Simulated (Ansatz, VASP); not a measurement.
**Ni3Pt in VASP and in Ansatz**

```xyz
4
Lattice="3.3926 0.0000 0.0000 0.0000 3.3926 0.0000 0.0000 0.0000 3.3926" Properties=species:S:1:pos:R:3 pbc="T T T"
Ni    1.6963    0.0000    1.6963
Ni    0.0000    1.6963    1.6963
Ni    1.6963    1.6963    0.0000
Pt    0.0000    0.0000    0.0000
```

Change from the starting cell: volume scaled by 0.82, no spin polarisation, PAW files.

Alike in both runs: task single point; functional LDA; k mesh 9 × 9 × 9; occupations fermi-dirac, width 0.05 eV; no spin polarisation.

```csv
,VASP,Ansatz
version,VASP 6.6.1,Ansatz 0.2.0
potentials or method,"VASP PAW LDA potentials, release 64 (Ni, Pt)","PAW with Ansatz's default frozen-core files, scalar-relativistic"
plane-wave cutoff (eV),520,420
valence electrons in the cell,40,72
```

VASP gave:

* pressure (GPa): 54.5

Question: Estimate Ansatz's values.

Answer: Pressure (GPa): 54.2.

LDA's correlation is that of Perdew and Zunger in VASP and of Perdew and Wang (1992) in Ansatz. Both programs put the cell under a high pressure, so it lies far from rest at this level. VASP's potentials hold 40 valence electrons a cell and Ansatz's 72, so a difference there can come from the potentials and not from the codes.

Neither program's run includes spin-orbit coupling.
